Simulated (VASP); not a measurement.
AlN, 4 atoms in the cell. The typed cell holds 4 atoms: a = 3.130 Å, b = 3.130 Å, c = 5.017 Å, α = 90.00°, β = 90.00°, γ = 120.00°. 

| Quantity | Value |
| --- | --- |
| Program | VASP 6.6.1 |
| Task | single point |
| Functional | PBE |
| Potentials or basis | VASP PAW PBE potentials, release 64 (Al, N) |
| Cutoff | 700 eV |
| k mesh | 2 × 2 × 2, shifted |
| Occupations | gaussian, width 0.01 eV |
| Spin | no spin polarisation |
| Dipole correction | no |
| Mended | yes |
| Further INCAR settings | ALGO = Normal; EDIFF = 1e-06; NBANDS = 16; ISYM = -1 |

Potentials or basis: VASP PAW PBE potentials, release 64 (Al, N).

Launch:

```sh
$ cat potpaw_PBE.64/Al/POTCAR potpaw_PBE.64/N/POTCAR > POTCAR
$ mpirun -np 1 vasp_std > vasp.out
```

Hardware: 1 thread of Intel(R) Xeon(R) Platinum 8488C (Sapphire Rapids), on a shared host.

Question: How long does it take, and how much memory?

Answer: Run time: 8.2 s on 1 thread of Intel(R) Xeon(R) Platinum 8488C (Sapphire Rapids) (shared host), peak memory 0.17 GiB. Counts: scf iterations 13, k points 8.
